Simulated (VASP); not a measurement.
# Cl (Cmce) in VASP: notebook

Aim: see how the results for Cl move with the level of theory and the settings. Levels: LDA, r2SCAN, PBE. Tasks: single point.

Everything below comes from runs of VASP 6.6.1. Logs are shortened: lines on timing, memory, paths and dates and some standing lists are left out, and cuts for length are marked.

## 1. The cell of the first run

It takes space group Cmce (No. 64, orthorhombic). Conventional cell: a = 6.250 Å, b = 4.014 Å, c = 8.147 Å, α = 90.00°, β = 90.00°, γ = 90.00°. Cl (site symmetry m) has 1 Cl at 2.02 Å within 2.7 Å.

## 2. Single point, LDA

File INCAR:

```
PREC     = Accurate       # precision mode
ENCUT    = 520            # plane-wave cutoff, eV
EDIFF    = 1E-7           # SCF threshold, eV
ISMEAR   = 0              # smearing method
SIGMA    = 0.01           # smearing width, eV
LREAL    = False          # projectors in reciprocal space
LASPH    = True           # aspherical terms in the spheres
NELM     = 60             # most SCF steps
ALGO     = Normal         # electronic algorithm
ISIF     = 2              # what is computed and relaxed
LWAVE    = False          # write WAVECAR
LCHARG   = True           # write CHGCAR
GGA      = CA             # functional
LELF     = True           # ELF
LVHAR    = True         
NBANDS   = 22             # bands
```

File KPOINTS:

```
Automatic mesh
0
Gamma
  4 4 2
```

File POSCAR:

```
Cl
1.0
    3.1252371057     -2.0072452166      0.0000000000
    3.1252371057      2.0072452166      0.0000000000
    0.0000000000      0.0000000000      8.1465598679
Cl
4
Direct
    0.8756350467      0.1243649533      0.6074783337
    0.1243649533      0.8756350467      0.3925216663
    0.6243649533      0.3756350467      0.1074783337
    0.3756350467      0.6243649533      0.8925216663
```

Potentials or basis: VASP PAW LDA potentials, release 64 (Cl).

Launch:

```bash
cat potpaw_LDA.64/Cl/POTCAR > POTCAR
mpirun -np 1 vasp_std > vasp.out
```

OUTCAR:

```text
PREC = Accurate
   ENCUT = 520
   EDIFF = 1E-7
   ISMEAR = 0
   LREAL = False
   LASPH = True
   NELM = 60
   ISIF = 2
   GGA = CA

 ion  position               nearest neighbor table
   1  0.876  0.124  0.607-   2 2.02
   2  0.124  0.876  0.393-   1 2.02
   3  0.624  0.376  0.107-   4 2.02
   4  0.376  0.624  0.893-   3 2.02

  LATTYP: Found a base centered orthorhombic cell.
 ALAT       =     4.0144904332
 B/A-ratio  =     1.5569782306
 C/A-ratio  =     2.0292886491

  Lattice vectors:

 A1 = (  -3.1252371057,  -2.0072452166,   0.0000000000)
 A2 = (   3.1252371057,  -2.0072452166,   0.0000000000)
 A3 = (   0.0000000000,   0.0000000000,   8.1465598679)

Analysis of symmetry for initial positions (statically):
=====================================================================
 Subroutine PRICEL returns:
 Original cell was already a primitive cell.

 Routine SETGRP: Setting up the symmetry group for a
 base centered orthorhombic supercell.

 Subroutine GETGRP returns: Found  8 space group operations
 (whereof  4 operations were pure point group operations)
 out of a pool of  8 trial point group operations.

The static configuration has the point symmetry C_2h.
 The point group associated with its full space group is D_2h.

Analysis of symmetry for dynamics (positions and initial velocities):
=====================================================================
 Subroutine PRICEL returns:
 Original cell was already a primitive cell.

 Routine SETGRP: Setting up the symmetry group for a
 base centered orthorhombic supercell.

 Subroutine GETGRP returns: Found  8 space group operations
 (whereof  4 operations were pure point group operations)
 out of a pool of  8 trial point group operations.

The dynamic configuration has the point symmetry C_2h.
 The point group associated with its full space group is D_2h.

 Subroutine INISYM returns: Found  8 space group operations
 (whereof  4 operations are pure point group operations),
 and found     1 'primitive' translations

----------------------------------------------------------------------------------------

                                     Primitive cell

  volume of cell :     102.2087

  direct lattice vectors                    reciprocal lattice vectors
     3.125237106 -2.007245217  0.000000000     0.159987861 -0.249097617  0.000000000
     3.125237106  2.007245217  0.000000000     0.159987861  0.249097617  0.000000000
     0.000000000  0.000000000  8.146559868     0.000000000  0.000000000  0.122751200

  length of vectors
     3.714315593  3.714315593  8.146559868     0.296050230  0.296050230  0.122751200

  position of ions in fractional coordinates (direct lattice)
     0.875635047  0.124364953  0.607478334
     0.124364953  0.875635047  0.392521666
     0.624364953  0.375635047  0.107478334
     0.375635047  0.624364953  0.892521666

  ion indices of the primitive-cell ions
   primitive index   ion index
                 1           1
                 2           2
                 3           3
                 4           4

----------------------------------------------------------------------------------------

 KPOINTS: Automatic mesh

Automatic generation of k-mesh.
 Grid dimensions read from file:
 generate k-points for:    4    4    2

 Generating k-lattice:

  Cartesian coordinates                     Fractional coordinates (reciprocal lattice)
     0.039996965 -0.062274404  0.000000000     0.250000000  0.000000000  0.000000000
     0.039996965  0.062274404  0.000000000     0.000000000  0.250000000  0.000000000
     0.000000000  0.000000000  0.061375600     0.000000000  0.000000000  0.500000000

  Length of vectors
     0.074012557  0.074012557  0.061375600

  Shift w.r.t. Gamma in fractional coordinates (k-lattice)
     0.000000000  0.000000000  0.000000000

 Subroutine IBZKPT returns following result:
 ===========================================

 Found     14 irreducible k-points:

 Following reciprocal coordinates:
            Coordinates               Weight
  0.000000  0.000000  0.000000      1.000000
  0.250000  0.000000  0.000000      4.000000
  0.500000  0.000000  0.000000      2.000000
  0.250000  0.250000  0.000000      2.000000
  0.500000  0.250000  0.000000      4.000000
 -0.250000  0.250000  0.000000      2.000000
  0.500000  0.500000  0.000000      1.000000
  0.000000  0.000000  0.500000      1.000000
  0.250000  0.000000  0.500000      4.000000
  0.500000  0.000000  0.500000      2.000000
  0.250000  0.250000  0.500000      2.000000
  0.500000  0.250000  0.500000      4.000000
 -0.250000  0.250000  0.500000      2.000000
  0.500000  0.500000  0.500000      1.000000
   k-points           NKPTS =     14   k-points in BZ     NKDIM =     14   number of bands    NBANDS=     22
   number of dos      NEDOS =    301   number of ions     NIONS =      4
   total plane-waves  NPLWV =  50176
   dimension x,y,z NGX =    28 NGY =   28 NGZ =   64
   dimension x,y,z NGXF=    56 NGYF=   56 NGZF=  128
   ions per type =               4
   NGX,Y,Z   is equivalent  to a cutoff of  12.53, 12.53, 13.06 a.u.
   NGXF,Y,Z  is equivalent  to a cutoff of  25.06, 25.06, 26.12 a.u.
 SYSTEM =  unknown system
   PREC   = accura    normal or accurate (medium, high low for compatibility)
   ISTART =      0    job   : 0-new  1-cont  2-samecut
   ICHARG =      2    charge: 1-file 2-atom 10-const
   ISPIN  =      1    spin polarized calculation?
   LNONCOLLINEAR =      F non collinear calculations
   LSORBIT =      F    spin-orbit coupling
   LASPH  =      T    aspherical Exc in radial PAW
   ENCUT  =  520.0 eV  38.22 Ry    6.18 a.u.   6.91  6.91 15.15*2*pi/ulx,y,z
   NELM   =     60;   NELMIN=  2; NELMDL= -5     # of ELM steps
   EDIFF  = 0.1E-06   stopping-criterion for ELM
   LREAL  =      F    real-space projection
   EDIFFG = 0.1E-05   stopping-criterion for IOM
   NSW    =      0    number of steps for IOM
   IBRION =     -1    ionic relax: 0-MD 1-quasi-New 2-CG
   NFREE  =      0    steps in history (QN), initial steepest desc. (CG)
   ISIF   =      2    stress and relaxation
   ISYM   =      2    0-nonsym 1-usesym 2-fastsym
   POTIM  = 0.5000    time-step for ionic-motion
   TEBEG  =    0.0;   TEEND  =   0.0 temperature during run
   PSTRESS=    0.0 pullay stress
   NELECT =      28.0000    total number of electrons
   NUPDOWN=      -1.0000    fix difference up-down
   EMIN   =  10.00;   EMAX   =-10.00  energy-range for DOS
   EFERMI =   0.00;   METHOD = LEGACY
   ISMEAR =     0;   SIGMA  =   0.01  broadening in eV -4-tet -1-fermi 0-gaus
   EFERMI_NEDOS =   21; number of points for ismear=-14 and -15
   IALGO  =     38    algorithm
   IMIX   =      4    mixing-type and parameters
     AMIX     =   0.40;   BMIX     =  1.00
     AMIX_MAG =   1.60;   BMIX_MAG =  1.00
  volume/ion in A,a.u.               =      25.55       172.43
  Fermi-wavevector in a.u.,A,eV,Ry     =   1.063241  2.009234 15.381127  1.130481
  Thomas-Fermi vector in A             =   2.198719
   LORBIT       =      0    0 simple, 1 ext, 2 COOP (PROOUT), +10 PAW based schemes
   GGA     = CA    functional components
   LHFCALC =     F    Hartree Fock is set to
   AEXX    =    0.0000 exact exchange contribution
   IVDW    =     0    specifies the selected vdW correction
   LEPSILON=     F    determine dielectric tensor
   LRPA    =     F    only Hartree local field effects (RPA)
 non-spin polarized calculation
 Gauss-broadening in eV      SIGMA  =   0.01
  energy-cutoff  :      520.00
  volume of cell :      102.21
 maximum number of plane-waves:      2776
   NGX = 13   NGY = 13   NGZ = 31

 number of electron      28.0000010 magnetization

 Free energy of the ion-electron system (eV)
  ---------------------------------------------------
  ext. energy  EPLUGINS =         0.00000000
  ---------------------------------------------------
  free energy    TOTEN  =        -9.02560169 eV

  energy without entropy =       -9.02560169  energy(sigma->0) =       -9.02560169

 E-fermi :   0.3620     XC(G=0):  -8.8807

 val. band max:        0.3138622831   @ k =   0.0000   0.0000   0.0000
 cond. band min:       2.3911528870   @ k =   0.0000   0.0000   0.0000
 fundamental gap:      2.0772906039
 Fermi energy:         0.3620098591

 k-point     1 :       0.0000    0.0000    0.0000
  band No.  band energies     occupation
      1     -16.5877      2.00000
      2     -16.2294      2.00000
      3     -12.7330      2.00000
      4     -11.7042      2.00000
      5      -5.6265      2.00000
      6      -4.0792      2.00000
[... 14 lines left out ...]
     21      10.7923      0.00000
     22      10.8636      0.00000

 k-point     2 :       0.2500    0.0000    0.0000
  band No.  band energies     occupation
      1     -16.4200      2.00000
      2     -16.1571      2.00000
      3     -12.5689      2.00000
      4     -11.8507      2.00000
      5      -5.5699      2.00000
      6      -4.4352      2.00000
[... 14 lines left out ...]
     21      10.2919      0.00000
     22      10.9788      0.00000

 k-point     3 :       0.5000    0.0000    0.0000
  band No.  band energies     occupation
      1     -16.1610      2.00000
      2     -16.1610      2.00000
      3     -12.2082      2.00000
      4     -12.2082      2.00000
      5      -5.2515      2.00000
      6      -5.2515      2.00000
[... 14 lines left out ...]
     21      11.4848      0.00000
     22      11.4848      0.00000
[... 226 lines left out ...]
 k-point    13 :      -0.2500    0.2500    0.5000
  band No.  band energies     occupation
      1     -16.1621      2.00000
      2     -16.1621      2.00000
      3     -12.2082      2.00000
      4     -12.2082      2.00000
      5      -5.0243      2.00000
      6      -5.0243      2.00000
[... 14 lines left out ...]
     21      10.8653      0.00000
     22      10.8653      0.00000

 k-point    14 :       0.5000    0.5000    0.5000
  band No.  band energies     occupation
      1     -16.1460      2.00000
      2     -16.1460      2.00000
      3     -12.0431      2.00000
      4     -12.0431      2.00000
      5      -4.8430      2.00000
      6      -4.8430      2.00000
[... 14 lines left out ...]
     21      10.1361      0.00000
     22      10.1361      0.00000

------------------------ aborting loop because EDIFF is reached ----------------------------------------

  FORCE on cell =-STRESS in cart. coord.  units (eV):
  Direction    XX          YY          ZZ          XY          YZ          ZX
  --------------------------------------------------------------------------------------
  -------------------------------------------------------------------------------------
  Total       -0.5587403     -1.4034314     -1.9312490      0.0000000      0.0000000      0.0000000
  in kB       -8.7585648    -21.9995669    -30.2734006      0.0000000      0.0000000      0.0000000
  external PRESSURE =     -20.3438441 kB  Pullay stress =       0.0000000 kB

 VOLUME and BASIS-vectors are now :
 -----------------------------------------------------------------------------
  energy-cutoff  :      520.00
  volume of cell :      102.21
      direct lattice vectors                 reciprocal lattice vectors
     3.125237106 -2.007245217  0.000000000     0.159987861 -0.249097617  0.000000000
     3.125237106  2.007245217  0.000000000     0.159987861  0.249097617  0.000000000
     0.000000000  0.000000000  8.146559868     0.000000000  0.000000000  0.122751200

 POSITION                                       TOTAL-FORCE (eV/Angst)
 -----------------------------------------------------------------------------------
      3.12524     -1.50798      4.94886         0.000000     -0.054451     -0.000236
      3.12524      1.50798      3.19770         0.000000      0.054451      0.000236
      3.12524     -0.49926      0.87558         0.000000      0.054451     -0.000236
      3.12524      0.49926      7.27098         0.000000     -0.054451      0.000236
 -----------------------------------------------------------------------------------
    total drift:                                0.000000      0.000000      0.000000

  FREE ENERGIE OF THE ION-ELECTRON SYSTEM (eV)
  ---------------------------------------------------
  free  energy   TOTEN  =        -9.0256016901 eV

  energy  without entropy=       -9.0256016901  energy(sigma->0) =       -9.02560169
```

Wall time 31 s (1 thread of Intel Xeon 8259CL, shared host); peak memory 0.18 GiB.

What came out:

| Property | Result |
| --- | --- |
| Free energy | -9.0256 eV |
| Pressure | -2.0 GPa |
| Largest force | 0.054 eV/Å |
| Band gap on the k mesh | 2.08 eV |

Forces in eV/Å, atoms in the order of the input:
```
Cl   0.000 -0.054  0.000
Cl   0.000  0.054  0.000
Cl   0.000  0.054  0.000
Cl   0.000 -0.054  0.000
```

Stress tensor (GPa, compression positive):
```
-0.88  0.00  0.00
 0.00 -2.20  0.00
 0.00  0.00 -3.03
```

Caveat: the k points lie up to 0.47 Å⁻¹ apart. A k mesh can miss the band edges.

## 3. Single point, r2SCAN

POSCAR is that of step 2.

File INCAR.step1:

```
ALGO = Normal
EDIFF = 1E-4
ENCUT = 520
GGA = PE
ISMEAR = 0
LASPH = True
LCHARG = False
LREAL = False
LWAVE = True
NBANDS = 22
NELM = 60
PREC = Accurate
SIGMA = 0.01
```

File INCAR.step2:

```
ALGO = Normal
EDIFF = 1E-6
ENCUT = 520
ISIF = 2
ISMEAR = 0
ISTART = 1
LASPH = True
LCHARG = False
LMIXTAU = True
LREAL = False
LWAVE = False
METAGGA = R2SCAN
NBANDS = 22
NELM = 60
PREC = Accurate
SIGMA = 0.01
```

File KPOINTS:

```
k-points
0
Gamma
  4 4 2
```

Potentials or basis: VASP PAW PBE potentials, release 64 (Cl).

Launch:

```bash
cat potpaw_PBE.64/Cl/POTCAR > POTCAR
cp INCAR.step1 INCAR
mpirun -np 1 vasp_std > vasp.out
cp INCAR.step2 INCAR
mpirun -np 1 vasp_std > vasp.out
```

Wall time 1.8 min (1 thread of Intel Xeon 8259CL, shared host); peak memory 0.22 GiB.

The run converged. Its results:

```
Free energy            : -24.5751 eV
Pressure               : 0.3 GPa
Largest force          : 0.238 eV/Å
Band gap on the k mesh : 2.60 eV
```

Forces in eV/Å, atoms in the order of the input:
```
Cl   0.000 -0.118 -0.207
Cl   0.000  0.118  0.207
Cl   0.000  0.118 -0.207
Cl   0.000 -0.118  0.207
```

Stress tensor (GPa, compression positive):
```
 0.77  0.00  0.00
 0.00  0.43  0.00
 0.00  0.00 -0.36
```

Levels at points of the mesh, in eV from the valence-band top:
```
           k point  band 10  band 11  band 12  band 13  band 14  band 15  band 16  band 17  band 18  band 19
(0.00, 0.00, 0.00)    -2.26    -0.98    -0.44    -0.12     0.00     2.60     3.58     7.73     7.82     9.06
(0.50, 0.00, 0.00)    -2.71    -0.99    -0.99    -0.31    -0.31     3.33     3.33     8.61     8.61    11.01
(0.50, 0.50, 0.00)    -2.85    -1.65    -1.23    -0.51    -0.28     2.66     3.32     8.87     8.88     9.49
(0.00, 0.00, 0.50)    -2.31    -0.86    -0.86    -0.06    -0.06     3.03     3.03     8.09     8.09    10.05
(0.50, 0.00, 0.50)    -2.75    -0.72    -0.72    -0.07    -0.07     3.01     3.01     8.93     8.93    10.37
(0.50, 0.50, 0.50)    -2.84    -1.00    -1.00    -0.92    -0.92     2.93     2.93     9.49     9.49    10.46
```

Caveat: the k points lie up to 0.47 Å⁻¹ apart; the PAW data sets were made with another functional, which shifts forces and pressure a little. A k mesh can miss the band edges.

## 4. Single point, PBE

File INCAR:

```
SYSTEM = Cl
PREC = Accurate ; ENCUT = 520
EDIFF = 1E-6 ; ISMEAR = 0
SIGMA = 0.01 ; LREAL = .FALSE.
LASPH = .TRUE. ; NELM = 60
ALGO = Normal ; ISIF = 2
LWAVE = .FALSE. ; LCHARG = .FALSE.
GGA = PE ; NBANDS = 22
```

File KPOINTS:

```
regular mesh
0
G
  6 6 2
  0 0 0
```

POSCAR is that of step 3.

Launch:

```bash
cat potpaw_PBE.64/Cl/POTCAR > POTCAR
mpirun -np 1 vasp_std > vasp.out
```

Run time: 73 s. Hardware: 1 thread of Intel Xeon 8259CL, shared host; peak memory 0.22 GiB.

The run converged. Its results:

* Free energy: -7.2377 eV
* Pressure: 1.8 GPa
* Largest force: 0.036 eV/Å
* Band gap on the k mesh: 2.25 eV

Forces in eV/Å, atoms in the order of the input:
```
Cl   0.000 -0.007  0.035
Cl   0.000  0.007 -0.035
Cl   0.000  0.007  0.035
Cl   0.000 -0.007 -0.035
```

Stress tensor (GPa, compression positive):
```
2.20 0.00 0.00
0.00 1.83 0.00
0.00 0.00 1.47
```

Levels at points of the mesh, in eV from the valence-band top:
```tsv
k point	band 10	band 11	band 12	band 13	band 14	band 15	band 16	band 17	band 18	band 19
(0.00, 0.00, 0.00)	-2.16	-0.97	-0.44	-0.11	0.00	2.25	3.22	7.06	7.21	8.48
(0.50, 0.00, 0.00)	-2.60	-0.99	-0.99	-0.31	-0.31	2.99	2.99	8.03	8.03	10.30
(0.50, 0.50, 0.00)	-2.76	-1.61	-1.21	-0.51	-0.27	2.33	2.97	8.29	8.32	8.88
(0.00, 0.00, 0.50)	-2.21	-0.86	-0.86	-0.05	-0.05	2.67	2.67	7.44	7.44	9.41
(0.50, 0.00, 0.50)	-2.65	-0.70	-0.70	-0.08	-0.08	2.66	2.66	8.33	8.33	9.72
(0.50, 0.50, 0.50)	-2.74	-0.99	-0.99	-0.90	-0.90	2.59	2.59	8.91	8.91	9.81
```

Caveat: this functional lacks dispersion, which holds the molecules together, so the pressure and a relaxed volume are unreliable. A k mesh can miss the band edges.

## 5. The runs side by side

```csv
level,potentials or basis,k mesh,gap on the mesh (eV),pressure (GPa),largest force (eV/Å)
LDA,"VASP PAW LDA potentials, release 64 (Cl)",4 × 4 × 2,2.08,-2.0,0.05
r2SCAN,"VASP PAW PBE potentials, release 64 (Cl)",4 × 4 × 2,2.60,0.3,0.24
PBE,"VASP PAW PBE potentials, release 64 (Cl)",6 × 6 × 2,2.25,1.8,0.04
```

Alike in all rows: task single point; no spin polarisation; cell as given; cutoff (eV) 520; smearing gaussian 0.01 eV.

Caveats: some runs use coarse meshes; the PAW data sets were made with another functional, which shifts forces and pressure a little (at least some runs); this functional lacks dispersion, which holds the molecules together, so the pressure and a relaxed volume are unreliable (at least some runs).

Absolute energies hang on the potentials; compare differences alone.
